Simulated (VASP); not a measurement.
# ZnCl3 (Im-3m) in VASP: single point with PBE

Aim: the single point of ZnCl3 with PBE.

All numbers are computed with VASP 6.6.1; they aren't measurements. Logs are shortened: lines on timing, memory, paths and dates and some standing lists are left out, and cuts for length are marked.

## Step 1: The cell of the first run

The structure is cubic, space group Im-3m (No. 229). The conventional cell has a = 5.791 Å, b = 5.791 Å, c = 5.791 Å, α = 90.00°, β = 90.00°, γ = 90.00°. Zn (site symmetry m-3m) has 6 Cl at 2.90 Å within 3.8 Å. Within 3.8 Å of Cl (site symmetry 4/mmm) lie 2 Zn at 2.90 Å and 4 Cl at 2.90 Å.

## Step 2: Single point, PBE

Contents of INCAR:

```
SYSTEM = ZnCl3
ALGO     = Normal         ! electronic algorithm
EDIFF    = 1E-6           ! SCF threshold, eV
ENCUT    = 520            ! plane-wave cutoff, eV
GGA      = PE             ! functional
ISIF     = 2              ! what is computed and relaxed
ISMEAR   = 0              ! smearing method
LASPH    = .True.         ! aspherical terms in the spheres
LCHARG   = .False.        ! write CHGCAR
LREAL    = .False.        ! projectors in reciprocal space
LWAVE    = .False.        ! write WAVECAR
NBANDS   = 24             ! bands
NELM     = 100            ! most SCF steps
PREC     = Accurate       ! precision mode
SIGMA    = 0.1            ! smearing width, eV
```

Contents of KPOINTS:

```
k-points
0
Gamma
  4 4 4
  0 0 0
```

Contents of POSCAR:

```
ZnCl3
1.0
   -2.8952543900      2.8952543900      2.8952543900
    2.8952543900     -2.8952543900      2.8952543900
    2.8952543900      2.8952543900     -2.8952543900
Zn Cl
1 3
Direct
    0.0000000000      0.0000000000      0.0000000000
    0.0000000000      0.5000000000      0.5000000000
    0.5000000000      0.0000000000      0.5000000000
    0.5000000000      0.5000000000      0.0000000000
```

Potentials or basis: VASP PAW PBE potentials, release 64 (Zn, Cl).

Command:

```console
cat potpaw_PBE.64/Zn/POTCAR potpaw_PBE.64/Cl/POTCAR > POTCAR
mpirun -np 1 vasp_std > vasp.out
```

OUTCAR:

```text
SYSTEM = ZnCl3
   EDIFF = 1E-6
   ENCUT = 520
   GGA = PE
   ISIF = 2
   ISMEAR = 0
   LASPH = .True.
   LREAL = .False.
   NELM = 100
   PREC = Accurate

 ion  position               nearest neighbor table
   1  0.000  0.000  0.000-
   2  0.000  0.500  0.500-
   3  0.500  0.000  0.500-
   4  0.500  0.500  0.000-

  LATTYP: Found a body centered cubic cell.
 ALAT       =     5.7905087800

  Lattice vectors:

 A1 = (  -2.8952543900,   2.8952543900,   2.8952543900)
 A2 = (   2.8952543900,  -2.8952543900,   2.8952543900)
 A3 = (   2.8952543900,   2.8952543900,  -2.8952543900)

Analysis of symmetry for initial positions (statically):
=====================================================================
 Subroutine PRICEL returns:
 Original cell was already a primitive cell.

 Routine SETGRP: Setting up the symmetry group for a
 body centered cubic supercell.

 Subroutine GETGRP returns: Found 48 space group operations
 (whereof 48 operations were pure point group operations)
 out of a pool of 48 trial point group operations.

The static configuration has the point symmetry O_h .

Analysis of symmetry for dynamics (positions and initial velocities):
=====================================================================
 Subroutine PRICEL returns:
 Original cell was already a primitive cell.

 Routine SETGRP: Setting up the symmetry group for a
 body centered cubic supercell.

 Subroutine GETGRP returns: Found 48 space group operations
 (whereof 48 operations were pure point group operations)
 out of a pool of 48 trial point group operations.

The dynamic configuration has the point symmetry O_h .

 Subroutine INISYM returns: Found 48 space group operations
 (whereof 48 operations are pure point group operations),
 and found     1 'primitive' translations

----------------------------------------------------------------------------------------

                                     Primitive cell

  volume of cell :      97.0779

  direct lattice vectors                    reciprocal lattice vectors
    -2.895254390  2.895254390  2.895254390     0.000000000  0.172696396  0.172696396
     2.895254390 -2.895254390  2.895254390     0.172696396  0.000000000  0.172696396
     2.895254390  2.895254390 -2.895254390     0.172696396  0.172696396  0.000000000

  length of vectors
     5.014727704  5.014727704  5.014727704     0.244229586  0.244229586  0.244229586

  position of ions in fractional coordinates (direct lattice)
     0.000000000  0.000000000  0.000000000
     0.000000000  0.500000000  0.500000000
     0.500000000  0.000000000  0.500000000
     0.500000000  0.500000000  0.000000000

  ion indices of the primitive-cell ions
   primitive index   ion index
                 1           1
                 2           2
                 3           3
                 4           4

----------------------------------------------------------------------------------------

 KPOINTS: k-points

Automatic generation of k-mesh.
 Grid dimensions read from file:
 generate k-points for:    4    4    4

 Generating k-lattice:

  Cartesian coordinates                     Fractional coordinates (reciprocal lattice)
     0.000000000  0.043174099  0.043174099     0.250000000  0.000000000  0.000000000
     0.043174099  0.000000000  0.043174099     0.000000000  0.250000000  0.000000000
     0.043174099  0.043174099  0.000000000     0.000000000  0.000000000  0.250000000

  Length of vectors
     0.061057397  0.061057397  0.061057397

  Shift w.r.t. Gamma in fractional coordinates (k-lattice)
     0.000000000  0.000000000  0.000000000

 Subroutine IBZKPT returns following result:
 ===========================================

 Found      8 irreducible k-points:

 Following reciprocal coordinates:
            Coordinates               Weight
  0.000000  0.000000  0.000000      1.000000
  0.250000  0.000000  0.000000     12.000000
  0.500000  0.000000  0.000000      6.000000
  0.250000  0.250000  0.000000     24.000000
  0.250000  0.250000  0.250000      2.000000
 -0.250000  0.250000  0.250000      6.000000
  0.500000  0.500000  0.250000     12.000000
  0.500000  0.500000  0.500000      1.000000
   k-points           NKPTS =      8   k-points in BZ     NKDIM =      8   number of bands    NBANDS=     24
   number of dos      NEDOS =    301   number of ions     NIONS =      4
   total plane-waves  NPLWV =  64000
   dimension x,y,z NGX =    40 NGY =   40 NGZ =   40
   dimension x,y,z NGXF=    80 NGYF=   80 NGZF=   80
   ions per type =               1   3
   NGX,Y,Z   is equivalent  to a cutoff of  13.26, 13.26, 13.26 a.u.
   NGXF,Y,Z  is equivalent  to a cutoff of  26.52, 26.52, 26.52 a.u.
 SYSTEM =  ZnCl3
   PREC   = accura    normal or accurate (medium, high low for compatibility)
   ISTART =      0    job   : 0-new  1-cont  2-samecut
   ICHARG =      2    charge: 1-file 2-atom 10-const
   ISPIN  =      1    spin polarized calculation?
   LNONCOLLINEAR =      F non collinear calculations
   LSORBIT =      F    spin-orbit coupling
   LASPH  =      T    aspherical Exc in radial PAW
   ENCUT  =  520.0 eV  38.22 Ry    6.18 a.u.   9.32  9.32  9.32*2*pi/ulx,y,z
   NELM   =    100;   NELMIN=  2; NELMDL= -5     # of ELM steps
   EDIFF  = 0.1E-05   stopping-criterion for ELM
   LREAL  =      F    real-space projection
   EDIFFG = 0.1E-04   stopping-criterion for IOM
   NSW    =      0    number of steps for IOM
   IBRION =     -1    ionic relax: 0-MD 1-quasi-New 2-CG
   NFREE  =      0    steps in history (QN), initial steepest desc. (CG)
   ISIF   =      2    stress and relaxation
   ISYM   =      2    0-nonsym 1-usesym 2-fastsym
   POTIM  = 0.5000    time-step for ionic-motion
   TEBEG  =    0.0;   TEEND  =   0.0 temperature during run
   PSTRESS=    0.0 pullay stress
   NELECT =      33.0000    total number of electrons
   NUPDOWN=      -1.0000    fix difference up-down
   EMIN   =  10.00;   EMAX   =-10.00  energy-range for DOS
   EFERMI =   0.00;   METHOD = LEGACY
   ISMEAR =     0;   SIGMA  =   0.10  broadening in eV -4-tet -1-fermi 0-gaus
   EFERMI_NEDOS =   21; number of points for ismear=-14 and -15
   IALGO  =     38    algorithm
   IMIX   =      4    mixing-type and parameters
     AMIX     =   0.40;   BMIX     =  1.00
     AMIX_MAG =   1.60;   BMIX_MAG =  1.00
  volume/ion in A,a.u.               =      24.27       163.78
  Fermi-wavevector in a.u.,A,eV,Ry     =   1.142544  2.159094 17.761123  1.305406
  Thomas-Fermi vector in A             =   2.279241
   LORBIT       =      0    0 simple, 1 ext, 2 COOP (PROOUT), +10 PAW based schemes
   GGA     = PE    functional components
   LHFCALC =     F    Hartree Fock is set to
   AEXX    =    0.0000 exact exchange contribution
   IVDW    =     0    specifies the selected vdW correction
   LEPSILON=     F    determine dielectric tensor
   LRPA    =     F    only Hartree local field effects (RPA)
 non-spin polarized calculation
 Gauss-broadening in eV      SIGMA  =   0.10
  energy-cutoff  :      520.00
  volume of cell :       97.08
 maximum number of plane-waves:      2625
 NGX is ok and might be reduce to    40
   NGX = 19   NGY = 19   NGZ = 19

 number of electron      32.9999990 magnetization

 Free energy of the ion-electron system (eV)
  ---------------------------------------------------
  ext. energy  EPLUGINS =         0.00000000
  ---------------------------------------------------
  free energy    TOTEN  =        -6.41167060 eV

  energy without entropy =       -6.37690225  energy(sigma->0) =       -6.39428642

 E-fermi :   1.3386     XC(G=0):  -8.7783

 val. band max:        1.3229844037   @ k =   0.2500   0.0000   0.0000
 cond. band min:       1.3780881669   @ k =   0.0000   0.0000   0.0000
 fundamental gap:      0.0551037631
 Fermi energy:         1.3385522152

 k-point     1 :       0.0000    0.0000    0.0000
  band No.  band energies     occupation
      1     -14.1992      2.00000
      2     -12.5811      2.00000
      3     -12.5811      2.00000
      4      -5.5277      2.00000
      5      -5.5277      2.00000
      6      -5.5277      2.00000
[... 16 lines left out ...]
     23       9.1291      0.00000
     24       9.1291      0.00000

 k-point     2 :       0.2500    0.0000    0.0000
  band No.  band energies     occupation
      1     -13.9970      2.00000
      2     -12.8152      2.00000
      3     -12.6195      2.00000
      4      -5.5754      2.00000
      5      -5.5380      2.00000
      6      -5.5380      2.00000
[... 16 lines left out ...]
     23       9.4008      0.00000
     24       9.9784      0.00000

 k-point     3 :       0.5000    0.0000    0.0000
  band No.  band energies     occupation
      1     -13.6358      2.00000
      2     -13.2074      2.00000
      3     -12.6571      2.00000
      4      -5.6411      2.00000
      5      -5.5726      2.00000
      6      -5.5484      2.00000
[... 16 lines left out ...]
     23      11.5630      0.00000
     24      11.7804      0.00000

 k-point     4 :       0.2500    0.2500    0.0000
  band No.  band energies     occupation
      1     -13.6621      2.00000
      2     -13.1471      2.00000
      3     -12.6922      2.00000
      4      -5.6241      2.00000
      5      -5.5778      2.00000
      6      -5.5410      2.00000
[... 16 lines left out ...]
     23      11.1543      0.00000
     24      11.3357      0.00000

 k-point     5 :       0.2500    0.2500    0.2500
  band No.  band energies     occupation
      1     -13.1912      2.00000
      2     -13.1912      2.00000
      3     -13.1912      2.00000
      4      -5.6400      2.00000
      5      -5.6400      2.00000
      6      -5.5312      2.00000
[... 16 lines left out ...]
     23      12.4454      0.00000
     24      12.4454      0.00000

 k-point     6 :      -0.2500    0.2500    0.2500
  band No.  band energies     occupation
      1     -13.8513      2.00000
      2     -13.1019      2.00000
      3     -12.4731      2.00000
      4      -5.6122      2.00000
      5      -5.5333      2.00000
      6      -5.5333      2.00000
[... 16 lines left out ...]
     23      11.1494      0.00000
     24      11.1494      0.00000

 k-point     7 :       0.5000    0.5000    0.2500
  band No.  band energies     occupation
      1     -13.5875      2.00000
      2     -13.4044      2.00000
      3     -12.4312      2.00000
      4      -5.5794      2.00000
      5      -5.5383      2.00000
      6      -5.5337      2.00000
[... 16 lines left out ...]
     23      10.5012      0.00000
     24      11.4620      0.00000

 k-point     8 :       0.5000    0.5000    0.5000
  band No.  band energies     occupation
      1     -13.5378      2.00000
      2     -13.5378      2.00000
      3     -12.2659      2.00000
      4      -5.5173      2.00000
      5      -5.5173      2.00000
      6      -5.5173      2.00000
[... 16 lines left out ...]
     23      10.0208      0.00000
     24      10.0208      0.00000

------------------------ aborting loop because EDIFF is reached ----------------------------------------

  FORCE on cell =-STRESS in cart. coord.  units (eV):
  Direction    XX          YY          ZZ          XY          YZ          ZX
  --------------------------------------------------------------------------------------
  -------------------------------------------------------------------------------------
  Total       -1.7098751     -1.7098751     -1.7098751      0.0000000      0.0000000     -0.0000000
  in kB      -28.2198565    -28.2198565    -28.2198565      0.0000000      0.0000000     -0.0000000
  external PRESSURE =     -28.2198565 kB  Pullay stress =       0.0000000 kB

 VOLUME and BASIS-vectors are now :
 -----------------------------------------------------------------------------
  energy-cutoff  :      520.00
  volume of cell :       97.08
      direct lattice vectors                 reciprocal lattice vectors
    -2.895254390  2.895254390  2.895254390     0.000000000  0.172696396  0.172696396
     2.895254390 -2.895254390  2.895254390     0.172696396  0.000000000  0.172696396
     2.895254390  2.895254390 -2.895254390     0.172696396  0.172696396  0.000000000

 POSITION                                       TOTAL-FORCE (eV/Angst)
 -----------------------------------------------------------------------------------
      0.00000      0.00000      0.00000        -0.000000     -0.000000      0.000000
      2.89525      0.00000      0.00000         0.000000     -0.000000     -0.000000
      0.00000      2.89525      0.00000         0.000000     -0.000000     -0.000000
      0.00000      0.00000      2.89525        -0.000000      0.000000      0.000000
 -----------------------------------------------------------------------------------
    total drift:                               -0.000000     -0.000000      0.000000

  FREE ENERGIE OF THE ION-ELECTRON SYSTEM (eV)
  ---------------------------------------------------
  free  energy   TOTEN  =        -6.4116705951 eV

  energy  without entropy=       -6.3769022471  energy(sigma->0) =       -6.39428642
```

Wall time 24 s (1 thread of Intel Xeon 6975P-C, shared host); peak memory 0.24 GiB.

Results:

| Item | Value |
| --- | --- |
| Free energy | -6.4117 eV |
| Pressure | -2.8 GPa |

Caveat: the k points lie up to 0.38 Å⁻¹ apart; an odd number of electrons without spin polarisation forces a metal; a magnetic or distorted state may lie lower.
